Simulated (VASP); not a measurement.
# Bi (Pm-3m) in VASP: notebook, part 2 of 2

VASP 6.6.1.

## Step 5: Relaxation of cell and atoms, PBE, target pressure 44 GPa, at which the enthalpy is minimised

INCAR

```
PREC     = Accurate       # precision mode
ENCUT    = 600            # plane-wave cutoff, eV
EDIFF    = 1E-6           # SCF threshold, eV
ISMEAR   = -1             # smearing method
SIGMA    = 0.1            # smearing width, eV
LREAL    = F              # projectors in reciprocal space
LASPH    = T              # aspherical terms in the spheres
NELM     = 80             # most SCF steps
ALGO     = Normal         # electronic algorithm
ISIF     = 3              # what is computed and relaxed
LWAVE    = F              # write WAVECAR
LCHARG   = F              # write CHGCAR
GGA      = PE             # functional
IBRION   = 2              # ionic algorithm
NSW      = 32             # ionic steps
EDIFFG   = -0.005         # ionic threshold
PSTRESS  = 440.0
```

KPOINTS

```
regular mesh
0
Gamma
  13 13 13
```

POSCAR

```
Bi
1.0
    2.8813280588      0.0000000000      0.0000000000
    0.0000000000      2.8813280588      0.0000000000
    0.0000000000      0.0000000000      2.8813280588
Bi
1
Direct
    0.0000000000      0.0000000000      0.0000000000
```

Potentials or basis: VASP PAW PBE potentials, release 64 (Bi_d).

On the command line:

```
> cat potpaw_PBE.64/Bi_d/POTCAR > POTCAR
> mpirun -np 1 vasp_std > vasp.out
```

OUTCAR:

```text
PREC = Accurate
   ENCUT = 600
   EDIFF = 1E-6
   ISMEAR = -1
   LREAL = F
   LASPH = T
   NELM = 80
   ISIF = 3
   GGA = PE
   IBRION = 2
   NSW = 32
   EDIFFG = -0.005
   PSTRESS = 440.0

 ion  position               nearest neighbor table
   1  0.000  0.000  0.000-

  LATTYP: Found a simple cubic cell.
 ALAT       =     2.8813280588

  Lattice vectors:

 A1 = (   2.8813280588,   0.0000000000,   0.0000000000)
 A2 = (   0.0000000000,   2.8813280588,   0.0000000000)
 A3 = (   0.0000000000,   0.0000000000,   2.8813280588)

Analysis of symmetry for initial positions (statically):
=====================================================================
 Subroutine PRICEL returns:
 Original cell was already a primitive cell.

 Routine SETGRP: Setting up the symmetry group for a
 simple cubic supercell.

 Subroutine GETGRP returns: Found 48 space group operations
 (whereof 48 operations were pure point group operations)
 out of a pool of 48 trial point group operations.

The static configuration has the point symmetry O_h .

Analysis of symmetry for dynamics (positions and initial velocities):
=====================================================================
 Subroutine PRICEL returns:
 Original cell was already a primitive cell.

 Routine SETGRP: Setting up the symmetry group for a
 simple cubic supercell.

 Subroutine GETGRP returns: Found 48 space group operations
 (whereof 48 operations were pure point group operations)
 out of a pool of 48 trial point group operations.

The dynamic configuration has the point symmetry O_h .

 Subroutine INISYM returns: Found 48 space group operations
 (whereof 48 operations are pure point group operations),
 and found     1 'primitive' translations

----------------------------------------------------------------------------------------

                                     Primitive cell

  volume of cell :      23.9209

  direct lattice vectors                    reciprocal lattice vectors
     2.881328059  0.000000000  0.000000000     0.347062181  0.000000000  0.000000000
     0.000000000  2.881328059  0.000000000     0.000000000  0.347062181  0.000000000
     0.000000000  0.000000000  2.881328059     0.000000000  0.000000000  0.347062181

  length of vectors
     2.881328059  2.881328059  2.881328059     0.347062181  0.347062181  0.347062181

  position of ions in fractional coordinates (direct lattice)
     0.000000000  0.000000000  0.000000000

  ion indices of the primitive-cell ions
   primitive index   ion index
                 1           1

----------------------------------------------------------------------------------------

 KPOINTS: regular mesh

Automatic generation of k-mesh.
 Grid dimensions read from file:
 generate k-points for:   13   13   13

 Generating k-lattice:

  Cartesian coordinates                     Fractional coordinates (reciprocal lattice)
     0.026697091  0.000000000  0.000000000     0.076923077  0.000000000  0.000000000
     0.000000000  0.026697091  0.000000000     0.000000000  0.076923077  0.000000000
     0.000000000  0.000000000  0.026697091     0.000000000  0.000000000  0.076923077

  Length of vectors
     0.026697091  0.026697091  0.026697091

  Shift w.r.t. Gamma in fractional coordinates (k-lattice)
     0.000000000  0.000000000  0.000000000

 Subroutine IBZKPT returns following result:
 ===========================================

 Found     84 irreducible k-points:

 Following reciprocal coordinates:
            Coordinates               Weight
  0.000000  0.000000  0.000000      1.000000
  0.076923  0.000000  0.000000      6.000000
  0.153846  0.000000  0.000000      6.000000
  0.230769  0.000000  0.000000      6.000000
  0.307692  0.000000  0.000000      6.000000
  0.384615  0.000000  0.000000      6.000000
[... 16 lines left out ...]
  0.307692  0.307692  0.000000     12.000000
  0.384615  0.307692  0.000000     24.000000
 [... further k-points ...]
   k-points           NKPTS =     84   k-points in BZ     NKDIM =     84   number of bands    NBANDS=     11
   number of dos      NEDOS =    301   number of ions     NIONS =      1
   total plane-waves  NPLWV =  13824
   dimension x,y,z NGX =    24 NGY =   24 NGZ =   24
   dimension x,y,z NGXF=    48 NGYF=   48 NGZF=   48
   ions per type =               1
   NGX,Y,Z   is equivalent  to a cutoff of  13.85, 13.85, 13.85 a.u.
   NGXF,Y,Z  is equivalent  to a cutoff of  27.69, 27.69, 27.69 a.u.
 SYSTEM =  unknown system
   PREC   = accura    normal or accurate (medium, high low for compatibility)
   ISTART =      0    job   : 0-new  1-cont  2-samecut
   ICHARG =      2    charge: 1-file 2-atom 10-const
   ISPIN  =      1    spin polarized calculation?
   LNONCOLLINEAR =      F non collinear calculations
   LSORBIT =      F    spin-orbit coupling
   LASPH  =      T    aspherical Exc in radial PAW
   ENCUT  =  600.0 eV  44.10 Ry    6.64 a.u.   5.75  5.75  5.75*2*pi/ulx,y,z
   NELM   =     80;   NELMIN=  2; NELMDL= -5     # of ELM steps
   EDIFF  = 0.1E-05   stopping-criterion for ELM
   LREAL  =      F    real-space projection
   EDIFFG = -.5E-02   stopping-criterion for IOM
   NSW    =     32    number of steps for IOM
   IBRION =      2    ionic relax: 0-MD 1-quasi-New 2-CG
   NFREE  =      1    steps in history (QN), initial steepest desc. (CG)
   ISIF   =      3    stress and relaxation
   ISYM   =      2    0-nonsym 1-usesym 2-fastsym
   POTIM  = 0.5000    time-step for ionic-motion
   TEBEG  =    0.0;   TEEND  =   0.0 temperature during run
   PSTRESS=  440.0 pullay stress
   NELECT =      15.0000    total number of electrons
   NUPDOWN=      -1.0000    fix difference up-down
   EMIN   =  10.00;   EMAX   =-10.00  energy-range for DOS
   EFERMI =   0.00;   METHOD = LEGACY
   ISMEAR =    -1;   SIGMA  =   0.10  broadening in eV -4-tet -1-fermi 0-gaus
   EFERMI_NEDOS =   21; number of points for ismear=-14 and -15
   IALGO  =     38    algorithm
   IMIX   =      4    mixing-type and parameters
     AMIX     =   0.40;   BMIX     =  1.00
     AMIX_MAG =   1.60;   BMIX_MAG =  1.00
  volume/ion in A,a.u.               =      23.92       161.43
  Fermi-wavevector in a.u.,A,eV,Ry     =   1.401240  2.647960 26.714681  1.963474
  Thomas-Fermi vector in A             =   2.524121
   LORBIT       =      0    0 simple, 1 ext, 2 COOP (PROOUT), +10 PAW based schemes
   GGA     = PE    functional components
   LHFCALC =     F    Hartree Fock is set to
   AEXX    =    0.0000 exact exchange contribution
   IVDW    =     0    specifies the selected vdW correction
   LEPSILON=     F    determine dielectric tensor
   LRPA    =     F    only Hartree local field effects (RPA)
 conjugate gradient relaxation of ions
 non-spin polarized calculation
  energy-cutoff  :      600.00
  volume of cell :       23.92
 maximum number of plane-waves:       813
 NGX is ok and might be reduce to    24
   NGX = 11   NGY = 11   NGZ = 11

 number of electron      15.0000004 magnetization

 Free energy of the ion-electron system (eV)
  ---------------------------------------------------
  ext. energy  EPLUGINS =         0.00000000
  ---------------------------------------------------
  free energy    TOTEN  =        -2.79201258 eV

  energy without entropy =       -2.78290237  energy(sigma->0) =       -2.78745748

 E-fermi :  11.8604     XC(G=0): -11.4741

 val. band max:       11.8146854762   @ k =   0.3077   0.2308   0.1538
 cond. band min:      11.8649250114   @ k =   0.2308   0.2308   0.2308
 fundamental gap:      0.0502395351
 Fermi energy:        11.8603912205

 k-point     1 :       0.0000    0.0000    0.0000
  band No.  band energies     occupation
      1     -12.2825      2.00000
      2     -12.2825      2.00000
      3     -11.3054      2.00000
      4     -11.3054      2.00000
      5     -11.3054      2.00000
      6      -4.4978      2.00000
      7      15.6564      0.00000
      8      15.6564      0.00000
      9      15.6564      0.00000
     10      20.1280      0.00000
     11      20.8301      0.00000
[... 309 lines left out ...]
 k-point    24 :       0.3846    0.3077    0.0000
  band No.  band energies     occupation
      1     -11.9847      2.00000
      2     -11.7841      2.00000
      3     -11.5155      2.00000
      4     -11.4597      2.00000
      5     -11.3197      2.00000
      6      -0.1171      2.00000
      7       7.1348      2.00000
      8       9.8569      2.00000
      9      16.7059      0.00000
     10      20.4955      0.00000
     11      22.6971      0.00000

 [... further k-points ...]

------------------------ aborting loop because EDIFF is reached ----------------------------------------

  FORCE on cell =-STRESS in cart. coord.  units (eV):
  Direction    XX          YY          ZZ          XY          YZ          ZX
  --------------------------------------------------------------------------------------
  -------------------------------------------------------------------------------------
  Total        6.5657710      6.5657710      6.5657710      0.0000000      0.0000000     -0.0000000
  in kB      439.7624976    439.7624976    439.7624976      0.0000000      0.0000000     -0.0000000
  external PRESSURE =      -0.2375024 kB  Pullay stress =     440.0000000 kB

 VOLUME and BASIS-vectors are now :
 -----------------------------------------------------------------------------
  energy-cutoff  :      600.00
  volume of cell :       23.92
      direct lattice vectors                 reciprocal lattice vectors
     2.881328059  0.000000000  0.000000000     0.347062181  0.000000000  0.000000000
     0.000000000  2.881328059  0.000000000     0.000000000  0.347062181  0.000000000
     0.000000000  0.000000000  2.881328059     0.000000000  0.000000000  0.347062181

 POSITION                                       TOTAL-FORCE (eV/Angst)
 -----------------------------------------------------------------------------------
      0.00000      0.00000      0.00000         0.000000      0.000000      0.000000
 -----------------------------------------------------------------------------------
    total drift:                                0.000000      0.000000      0.000000

  FREE ENERGIE OF THE ION-ELECTRON SYSTEM (eV)
  ---------------------------------------------------
  free  energy   TOTEN  =        -2.7920125831 eV

  energy  without entropy=       -2.7829023678  energy(sigma->0) =       -2.78745748

  enthalpy is  TOTEN    =         3.7773044233 eV   P V=        6.5693170064

 reached required accuracy - stopping structural energy minimisation
```

Wall time 24 s (1 thread of Intel Xeon 8259CL, shared host); peak memory 0.15 GiB.

What came out:

```
Free energy             : -2.7920 eV
Pressure after relaxing : 44.0 GPa
```

Final structure:
```
CELL_PARAMETERS angstrom
2.88133 0.00000 0.00000
0.00000 2.88133 0.00000
0.00000 0.00000 2.88133
ATOMIC_POSITIONS crystal
Bi 0.00000 0.00000 0.00000
```

Caveat: the relaxation stopped at its first step, so nothing moved; the cell is relaxed towards a set pressure, so the enthalpy falls and the energy may rise; spin-orbit coupling is left out, which moves the levels of the heavy elements.

## Step 6: The runs side by side

| task | cell | cutoff (eV) | gap on the mesh (eV) | pressure (GPa) |
| --- | --- | --- | --- | --- |
| single point | a = 2.881 Å, 1 atom | 520 | none | 43.9 |
| relaxation of cell and atoms | relaxed to 44 GPa from a = 2.837 Å, 1 atom | 600 | none | 44.0 |
| relaxation of cell and atoms | relaxed to 44 GPa from a = 2.881 Å, 1 atom | 600 | none | 44.0 |

Alike in all rows: level PBE; potentials or basis VASP PAW PBE potentials, release 64 (Bi_d); no spin polarisation; k mesh 13 × 13 × 13; smearing fermi-dirac 0.1 eV.

Caveats: spin-orbit coupling is left out, which moves the levels of the heavy elements; the cell is relaxed towards a set pressure, so the enthalpy falls and the energy may rise (some runs); the relaxation stopped at its first step, so nothing moved (some runs).

Absolute energies hang on the potentials; compare differences alone.
